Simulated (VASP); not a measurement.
# H3C2N (P2_1/c) in VASP: single point with PBE+D3(BJ)

Aim: the single point of H3C2N with PBE+D3(BJ).

All numbers are computed with VASP 6.6.1; they aren't measurements. Logs are shortened: lines on timing, memory, paths and dates and some standing lists are left out, and cuts for length are marked.

### 1 The cell of the first run

The structure is monoclinic, space group P2_1/c (No. 14). The conventional cell has a = 3.975 Å, b = 8.060 Å, c = 7.765 Å, α = 90.00°, β = 99.33°, γ = 90.00°. Within 1.5 Å of H (site symmetry 1) lie 1 C at 1.10 Å. H (site symmetry 1) has 1 C at 1.10 Å within 1.5 Å. H (site symmetry 1) has 1 C at 1.10 Å within 1.5 Å. Within 1.5 Å of C (site symmetry 1) lie 3 H at 1.10 Å and 1 C at 1.45 Å. C (site symmetry 1) has 1 N at 1.16 Å and 1 C at 1.45 Å within 1.6 Å. Within 1.6 Å of N (site symmetry 1) lie 1 C at 1.16 Å.

### 2 Single point, PBE+D3(BJ)

INCAR reads:

```
PREC = Accurate
ENCUT = 520
EDIFF = 1E-7
ISMEAR = 0
SIGMA = 0.01
LREAL = Auto
LASPH = True
NELM = 100
ALGO = Normal
ISIF = 2
LWAVE = False
LCHARG = True
GGA = PE
IVDW = 12
LELF = True
LVHAR = True
NBANDS = 50
```

KPOINTS reads:

```
Automatic mesh
0
Gamma
  6 4 4
```

POSCAR reads:

```
H3C2N
1.0
    3.9745417092      0.0000000000      0.0248432159
    0.0000000000      8.0599099114      0.0000000000
   -1.3067227727      0.0000000000      7.6542772828
H C N
12 8 4
Direct
    0.9003563563      0.3880530212      0.1591902341
    0.0996436437      0.8880530212      0.3408097659
    0.0996436437      0.6119469788      0.8408097659
    0.9003563563      0.1119469788      0.6591902341
    0.2456939989      0.5328504028      0.1739453849
    0.7543060011      0.0328504028      0.3260546151
    0.7543060011      0.4671495972      0.8260546151
    0.2456939989      0.9671495972      0.6739453849
    0.9517038108      0.5452819016      0.3239824193
    0.0482961892      0.0452819016      0.1760175807
    0.0482961892      0.4547180984      0.6760175807
    0.9517038108      0.9547180984      0.8239824193
    0.0870859476      0.4598524203      0.2492190687
    0.9129140524      0.9598524203      0.2507809313
    0.9129140524      0.5401475797      0.7507809313
    0.0870859476      0.0401475797      0.7492190687
    0.2989219016      0.3494423687      0.3671293146
    0.7010780984      0.8494423687      0.1328706854
    0.7010780984      0.6505576313      0.6328706854
    0.2989219016      0.1505576313      0.8671293146
    0.4695806276      0.2608284532      0.4620768584
    0.5304193724      0.7608284532      0.0379231416
    0.5304193724      0.7391715468      0.5379231416
    0.4695806276      0.2391715468      0.9620768584
```

Potentials or basis: VASP PAW PBE potentials, release 64 (H, C, N).

Started as:

```console
$ cat potpaw_PBE.64/H/POTCAR potpaw_PBE.64/C/POTCAR potpaw_PBE.64/N/POTCAR > POTCAR
$ mpirun -np 1 vasp_std > vasp.out
```

OUTCAR:

```text
PREC = Accurate
   ENCUT = 520
   EDIFF = 1E-7
   ISMEAR = 0
   LREAL = Auto
   LASPH = True
   NELM = 100
   ISIF = 2
   GGA = PE
   IVDW = 12
 IVDW          = 12

 ion  position               nearest neighbor table
   1  0.900  0.388  0.159-  13 1.10
   2  0.100  0.888  0.341-  14 1.10
   3  0.100  0.612  0.841-  15 1.10
   4  0.900  0.112  0.659-  16 1.10
   5  0.246  0.533  0.174-  13 1.10
   6  0.754  0.033  0.326-  14 1.10
   7  0.754  0.467  0.826-  15 1.10
   8  0.246  0.967  0.674-  16 1.10
   9  0.952  0.545  0.324-  13 1.10
  10  0.048  0.045  0.176-  14 1.10
  11  0.048  0.455  0.676-  15 1.10
  12  0.952  0.955  0.824-  16 1.10
  13  0.087  0.460  0.249-   9 1.10   5 1.10   1 1.10  17 1.45
  14  0.913  0.960  0.251-  10 1.10   6 1.10   2 1.10  18 1.45
  15  0.913  0.540  0.751-  11 1.10   7 1.10   3 1.10  19 1.45
  16  0.087  0.040  0.749-  12 1.10   8 1.10   4 1.10  20 1.45
  17  0.299  0.349  0.367-  21 1.16  13 1.45
  18  0.701  0.849  0.133-  22 1.16  14 1.45
  19  0.701  0.651  0.633-  23 1.16  15 1.45
  20  0.299  0.151  0.867-  24 1.16  16 1.45
  21  0.470  0.261  0.462-  17 1.16
  22  0.530  0.761  0.038-  18 1.16
  23  0.530  0.739  0.538-  19 1.16
  24  0.470  0.239  0.962-  20 1.16

  LATTYP: Found a simple monoclinic cell.
 ALAT       =     3.9746193508
 B/A-ratio  =     2.0278444802
 C/A-ratio  =     1.9536504165
 COS(beta)  =    -0.1621187051

  Lattice vectors:

 A1 = (   3.9745417092,   0.0000000000,   0.0248432159)
 A2 = (   0.0000000000,   8.0599099114,   0.0000000000)
 A3 = (  -1.3067227727,   0.0000000000,   7.6542772828)

Analysis of symmetry for initial positions (statically):
=====================================================================
 Subroutine PRICEL returns:
 Original cell was already a primitive cell.

 Routine SETGRP: Setting up the symmetry group for a
 simple monoclinic supercell.

 Subroutine GETGRP returns: Found  4 space group operations
 (whereof  2 operations were pure point group operations)
 out of a pool of  4 trial point group operations.

The static configuration has the point symmetry S_2 .
 The point group associated with its full space group is C_2h.

Analysis of symmetry for dynamics (positions and initial velocities):
=====================================================================
 Subroutine PRICEL returns:
 Original cell was already a primitive cell.

 Routine SETGRP: Setting up the symmetry group for a
 simple monoclinic supercell.

 Subroutine GETGRP returns: Found  4 space group operations
 (whereof  2 operations were pure point group operations)
 out of a pool of  4 trial point group operations.

The dynamic configuration has the point symmetry S_2 .
 The point group associated with its full space group is C_2h.

 Subroutine INISYM returns: Found  4 space group operations
 (whereof  2 operations are pure point group operations),
 and found     1 'primitive' translations

----------------------------------------------------------------------------------------

                                     Primitive cell

  volume of cell :     245.4622

  direct lattice vectors                    reciprocal lattice vectors
     3.974541709  0.000000000  0.024843216     0.251333141  0.000000000  0.042907087
     0.000000000  8.059909911  0.000000000     0.000000000  0.124070866  0.000000000
    -1.306722773  0.000000000  7.654277283    -0.000815743  0.000000000  0.130506645

  length of vectors
     3.974619351  8.059909911  7.765016750     0.254969343  0.124070866  0.130509195

  position of ions in fractional coordinates (direct lattice)
     0.900356356  0.388053021  0.159190234
     0.099643644  0.888053021  0.340809766
     0.099643644  0.611946979  0.840809766
     0.900356356  0.111946979  0.659190234
     0.245693999  0.532850403  0.173945385
     0.754306001  0.032850403  0.326054615
[... 16 lines left out ...]
     0.530419372  0.739171547  0.537923142
     0.469580628  0.239171547  0.962076858

  ion indices of the primitive-cell ions
   primitive index   ion index
                 1           1
                 2           2
                 3           3
                 4           4
                 5           5
                 6           6
[... 16 lines left out ...]
                23          23
                24          24

----------------------------------------------------------------------------------------

 KPOINTS: Automatic mesh

Automatic generation of k-mesh.
 Grid dimensions read from file:
 generate k-points for:    6    4    4

 Generating k-lattice:

  Cartesian coordinates                     Fractional coordinates (reciprocal lattice)
     0.041888857  0.000000000  0.007151181     0.166666667  0.000000000  0.000000000
     0.000000000  0.031017716  0.000000000     0.000000000  0.250000000  0.000000000
    -0.000203936  0.000000000  0.032626661    -0.000000000  0.000000000  0.250000000

  Length of vectors
     0.042494890  0.031017716  0.032627299

  Shift w.r.t. Gamma in fractional coordinates (k-lattice)
     0.000000000  0.000000000  0.000000000

 Subroutine IBZKPT returns following result:
 ===========================================

 Found     42 irreducible k-points:

 Following reciprocal coordinates:
            Coordinates               Weight
  0.000000  0.000000  0.000000      1.000000
  0.166667  0.000000  0.000000      2.000000
  0.333333  0.000000  0.000000      2.000000
  0.500000  0.000000  0.000000      1.000000
  0.000000  0.250000  0.000000      2.000000
  0.166667  0.250000  0.000000      4.000000
[... 16 lines left out ...]
 -0.333333  0.250000  0.250000      4.000000
 -0.166667  0.250000  0.250000      4.000000
 [... further k-points ...]
   k-points           NKPTS =     42   k-points in BZ     NKDIM =     42   number of bands    NBANDS=     50
   number of dos      NEDOS =    301   number of ions     NIONS =     24
   total plane-waves  NPLWV = 108000
   dimension x,y,z NGX =    30 NGY =   60 NGZ =   60
   dimension x,y,z NGXF=    60 NGYF=  120 NGZF=  120
   ions per type =              12   8   4
   NGX,Y,Z   is equivalent  to a cutoff of  12.55, 12.38, 12.85 a.u.
   NGXF,Y,Z  is equivalent  to a cutoff of  25.10, 24.75, 25.69 a.u.
 SYSTEM =  unknown system
   PREC   = accura    normal or accurate (medium, high low for compatibility)
   ISTART =      0    job   : 0-new  1-cont  2-samecut
   ICHARG =      2    charge: 1-file 2-atom 10-const
   ISPIN  =      1    spin polarized calculation?
   LNONCOLLINEAR =      F non collinear calculations
   LSORBIT =      F    spin-orbit coupling
   LASPH  =      T    aspherical Exc in radial PAW
   ENCUT  =  520.0 eV  38.22 Ry    6.18 a.u.   7.39 14.99 14.44*2*pi/ulx,y,z
   NELM   =    100;   NELMIN=  2; NELMDL= -5     # of ELM steps
   EDIFF  = 0.1E-06   stopping-criterion for ELM
   LREAL  =      T    real-space projection
   EDIFFG = 0.1E-05   stopping-criterion for IOM
   NSW    =      0    number of steps for IOM
   IBRION =     -1    ionic relax: 0-MD 1-quasi-New 2-CG
   NFREE  =      0    steps in history (QN), initial steepest desc. (CG)
   ISIF   =      2    stress and relaxation
   ISYM   =      2    0-nonsym 1-usesym 2-fastsym
   POTIM  = 0.5000    time-step for ionic-motion
   TEBEG  =    0.0;   TEEND  =   0.0 temperature during run
   PSTRESS=    0.0 pullay stress
   NELECT =      64.0000    total number of electrons
   NUPDOWN=      -1.0000    fix difference up-down
   EMIN   =  10.00;   EMAX   =-10.00  energy-range for DOS
   EFERMI =   0.00;   METHOD = LEGACY
   ISMEAR =     0;   SIGMA  =   0.01  broadening in eV -4-tet -1-fermi 0-gaus
   EFERMI_NEDOS =   21; number of points for ismear=-14 and -15
   IALGO  =     38    algorithm
   IMIX   =      4    mixing-type and parameters
     AMIX     =   0.40;   BMIX     =  1.00
     AMIX_MAG =   1.60;   BMIX_MAG =  1.00
  volume/ion in A,a.u.               =      10.23        69.02
  Fermi-wavevector in a.u.,A,eV,Ry     =   1.045859  1.976388 14.882349  1.093822
  Thomas-Fermi vector in A             =   2.180673
   LORBIT       =      0    0 simple, 1 ext, 2 COOP (PROOUT), +10 PAW based schemes
   GGA     = PE    functional components
   LHFCALC =     F    Hartree Fock is set to
   AEXX    =    0.0000 exact exchange contribution
   IVDW    =    12    specifies the selected vdW correction
   LEPSILON=     F    determine dielectric tensor
   LRPA    =     F    only Hartree local field effects (RPA)
 non-spin polarized calculation
 Gauss-broadening in eV      SIGMA  =   0.01
  energy-cutoff  :      520.00
  volume of cell :      245.46
 maximum number of plane-waves:      6650
 NGX is ok and might be reduce to    30
   NGX = 15   NGY = 29   NGZ = 29

 number of electron      64.0000001 magnetization

 Free energy of the ion-electron system (eV)
  ---------------------------------------------------
  ext. energy  EPLUGINS =         0.00000000
  ---------------------------------------------------
  free energy    TOTEN  =      -147.79436809 eV

  energy without entropy =     -147.79436809  energy(sigma->0) =     -147.79436809

 E-fermi :  -3.3526     XC(G=0):  -7.7470

 val. band max:       -3.4344867474   @ k =  -0.3333   0.0000   0.2500
 cond. band min:       3.3036686462   @ k =   0.0000   0.0000   0.0000
 fundamental gap:      6.7381553936
 Fermi energy:        -3.3525977558

 k-point     1 :       0.0000    0.0000    0.0000
  band No.  band energies     occupation
      1     -18.5087      2.00000
      2     -18.4120      2.00000
      3     -18.3951      2.00000
      4     -18.3626      2.00000
      5     -14.6819      2.00000
      6     -14.6375      2.00000
[... 36 lines left out ...]
     43       6.2193      0.00000
     44       6.7157      0.00000

 k-point     2 :       0.1667    0.0000    0.0000
  band No.  band energies     occupation
      1     -18.4862      2.00000
      2     -18.4019      2.00000
      3     -18.3842      2.00000
      4     -18.3516      2.00000
      5     -14.6510      2.00000
      6     -14.6221      2.00000
[... 1026 lines left out ...]
 k-point    24 :      -0.1667    0.2500    0.2500
  band No.  band energies     occupation
      1     -18.4714      2.00000
      2     -18.4220      2.00000
      3     -18.3727      2.00000
      4     -18.3582      2.00000
      5     -14.6442      2.00000
      6     -14.6214      2.00000
[... 36 lines left out ...]
     43       6.2644      0.00000
     44       6.5841      0.00000

 [... further k-points ...]

 [bands above 44 left out]

------------------------ aborting loop because EDIFF is reached ----------------------------------------

 Edisp (eV)   -1.55829

 E8    (eV) :    -0.3772

  FORCE on cell =-STRESS in cart. coord.  units (eV):
  Direction    XX          YY          ZZ          XY          YZ          ZX
  --------------------------------------------------------------------------------------
  -------------------------------------------------------------------------------------
  Total       0.24401     0.54191     0.54864     0.00000     0.00000     0.55160
  in kB       1.59270     3.53714     3.58108     0.00000     0.00000     3.60042
  external pressure =        2.90 kB  Pullay stress =        0.00 kB

 VOLUME and BASIS-vectors are now :
 -----------------------------------------------------------------------------
  energy-cutoff  :      520.00
  volume of cell :      245.46
      direct lattice vectors                 reciprocal lattice vectors
     3.974541709  0.000000000  0.024843216     0.251333141  0.000000000  0.042907087
     0.000000000  8.059909911  0.000000000     0.000000000  0.124070866  0.000000000
    -1.306722773  0.000000000  7.654277283    -0.000815743  0.000000000  0.130506645

 POSITION                                       TOTAL-FORCE (eV/Angst)
 -----------------------------------------------------------------------------------
      3.37049      3.12767      1.24085        -0.016556     -0.015312     -0.018523
     -0.04931      7.15763      2.61113         0.016556     -0.015312      0.018523
     -0.70267      4.93224      6.43827         0.016556      0.015312      0.018523
      2.71713      0.90228      5.06799        -0.016556      0.015312     -0.018523
      0.74922      4.29473      1.33753         0.016957      0.014364     -0.014142
      2.57196      0.26477      2.51445        -0.016957      0.014364      0.014142
[... 16 lines left out ...]
      1.40526      5.95766      4.13059        -0.199090      0.255273     -0.261103
      0.60920      1.92770      7.37567         0.199090      0.255273      0.261103
 -----------------------------------------------------------------------------------
    total drift:                               -0.000000     -0.000000      0.000000

  FREE ENERGIE OF THE ION-ELECTRON SYSTEM (eV)
  ---------------------------------------------------
  free  energy   TOTEN  =      -149.3526570856 eV

  energy  without entropy=     -149.3526570856  energy(sigma->0) =     -149.35265709
```

Wall time 15 min (1 thread of Intel Xeon Platinum 8559C (Emerald Rapids), shared host); peak memory 0.52 GiB.

What came out:

```
Free energy                : -149.3527 eV
Pressure                   : 0.3 GPa
Largest force              : 0.416 eV/Å
Band gap on the k mesh     : 6.74 eV (least direct gap 6.81 eV)
Dispersion energy per atom : -0.065 eV
```

Forces in eV/Å, atoms in the order of the input:
```
H   -0.017 -0.015 -0.019
H    0.017 -0.015  0.019
H    0.017  0.015  0.019
H   -0.017  0.015 -0.019
H    0.017  0.014 -0.014
H   -0.017  0.014  0.014
H   -0.017 -0.014  0.014
H    0.017 -0.014 -0.014
H   -0.014  0.016  0.014
H    0.014  0.016 -0.014
H    0.014 -0.016 -0.014
H   -0.014 -0.016  0.014
C    0.017 -0.021  0.012
C   -0.017 -0.021 -0.012
C   -0.017  0.021 -0.012
C    0.017  0.021  0.012
C   -0.199  0.256 -0.258
C    0.199  0.256  0.258
C    0.199 -0.256  0.258
C   -0.199 -0.256 -0.258
N    0.199 -0.255  0.261
N   -0.199 -0.255 -0.261
N   -0.199  0.255 -0.261
N    0.199  0.255  0.261
```

Levels at points of the mesh, in eV from the valence-band top:
| k point | band 29 | band 30 | band 31 | band 32 | band 33 | band 34 | band 35 | band 36 |
| --- | --- | --- | --- | --- | --- | --- | --- | --- |
| (0.00, 0.00, 0.00) | -0.20 | -0.12 | -0.12 | -0.08 | 6.74 | 6.81 | 7.16 | 7.25 |
| (0.50, 0.00, 0.00) | -0.27 | -0.21 | -0.14 | -0.01 | 6.82 | 6.91 | 7.13 | 7.42 |
| (0.00, 0.50, 0.00) | -0.25 | -0.25 | -0.08 | -0.08 | 6.92 | 6.92 | 6.99 | 6.99 |
| (0.50, 0.50, 0.00) | -0.19 | -0.19 | -0.10 | -0.10 | 7.01 | 7.01 | 7.35 | 7.35 |
| (0.00, 0.00, 0.50) | -0.22 | -0.22 | -0.05 | -0.05 | 6.85 | 6.85 | 7.34 | 7.34 |
| (0.50, 0.00, 0.50) | -0.17 | -0.17 | -0.09 | -0.09 | 7.04 | 7.04 | 7.24 | 7.24 |
| (0.00, 0.50, 0.50) | -0.22 | -0.22 | -0.14 | -0.14 | 7.05 | 7.05 | 7.06 | 7.06 |
| (0.50, 0.50, 0.50) | -0.30 | -0.30 | 0.00 | 0.00 | 7.17 | 7.17 | 7.30 | 7.30 |

A k mesh can miss the band edges.
